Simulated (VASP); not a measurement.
Wanted: the native input for a VASP 6.6.1 run.

| Quantity | Value |
| --- | --- |
| Task | single point |
| Functional | PBEsol |
| Potentials or basis | VASP PAW PBE potentials, release 64 (Ga_d, N) |
| Cutoff | 520 eV |
| k mesh | 10 × 10 × 10 |
| Occupations | fermi-dirac, width 0.05 eV |
| Spin | no spin polarisation |
| Dipole correction | no |
| Further INCAR settings | ALGO = Normal; EDIFF = 1e-06; NBANDS = 16 |

The structure of GaN lies in POSCAR:

```
GaN
1.0
    0.0000000000      2.2831553320      2.2831553320
    2.2831553320      0.0000000000      2.2831553320
    2.2831553320      2.2831553320      0.0000000000
Ga N
1 1
Direct
    0.0000000000      0.0000000000      0.0000000000
    0.2500000000      0.2500000000      0.2500000000
```

This cell differs from its parent crystal: volume scaled by 1.04.

These files were run (other wordings do the same):

INCAR

```
ALGO = Normal
EDIFF = 1E-6
ENCUT = 520
GGA = PS
ISIF = 2
ISMEAR = -1
LASPH = True
LCHARG = False
LREAL = False
LWAVE = False
NBANDS = 16
NELM = 100
PREC = Accurate
SIGMA = 0.05
```

KPOINTS

```
k-points
0
Gamma
  10 10 10
```

Potentials or basis: VASP PAW PBE potentials, release 64 (Ga_d, N).

Run with:

```bash
$ cat potpaw_PBE.64/Ga_d/POTCAR potpaw_PBE.64/N/POTCAR > POTCAR
$ mpirun -np 1 vasp_std > vasp.out
```

Results of the run:

* Pressure: -7.8 GPa
* Band gap on the k mesh: 1.43 eV, direct

Caveat: the PAW data sets were made with another functional, which shifts forces and pressure a little.

It took 18 s on 1 thread of AMD EPYC 7R43 64-Core Processor (Zen 3) (shared host), peak memory 0.11 GiB.
